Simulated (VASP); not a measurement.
# W: single point with PBEsol

The system is W.

```xyz
1
Lattice="0.0000 1.9691 2.0300 1.9691 0.0000 2.0300 1.9691 1.9691 0.0000" Properties=species:S:1:pos:R:3 pbc="T T T"
W     0.0000    0.0000    0.0000
```

This cell differs from its parent crystal: strain -0.030 along x and y, +0.000 along z.

```yaml
Program: VASP 6.6.1
Task: single point
Functional: PBEsol
Potentials_or_basis: VASP PAW PBE potentials, release 64 (W_sv)
Cutoff: 520 eV
k_mesh: 20 × 20 × 20
Occupations: gaussian, width 0.15 eV
Spin: no spin polarisation
```

```
Pressure               : 5.3 GPa
Band gap on the k mesh : zero (band 7 reaches 14.42 eV, above the bottom of band 8 at 10.42 eV)
```

Stress tensor (GPa, compression positive):
```
 2.38  0.00  0.00
 0.00  2.38  0.00
 0.00  0.00 11.16
```

Levels at points of the mesh, in eV from the Fermi level:
```
           k point  band 4  band 5  band 6  band 7  band 8  band 9  band 10  band 11
(0.00, 0.00, 0.00)  -37.14   -9.25   -0.92   -0.49   -0.49    2.33     2.98    12.86
(0.50, 0.00, 0.00)  -37.29   -5.87   -1.13   -0.65    0.76    5.18     5.45    10.90
(0.50, 0.50, 0.00)  -37.57   -5.84   -4.76    2.87    5.32    6.08     6.08    12.39
(0.50, 0.00, 0.50)  -37.62   -5.82   -4.84    3.49    5.23    5.85     6.38    11.67
```

It took 33 s on 1 thread of Intel(R) Xeon(R) 6975P-C (Granite Rapids), with other jobs on the host, peak memory 0.24 GiB.

Caveat: the cell differs from its parent crystal (strain -0.030 along x and y, +0.000 along z); the PAW data sets were made with another functional, which shifts forces and pressure a little; spin-orbit coupling is left out, which moves the levels of the heavy elements.
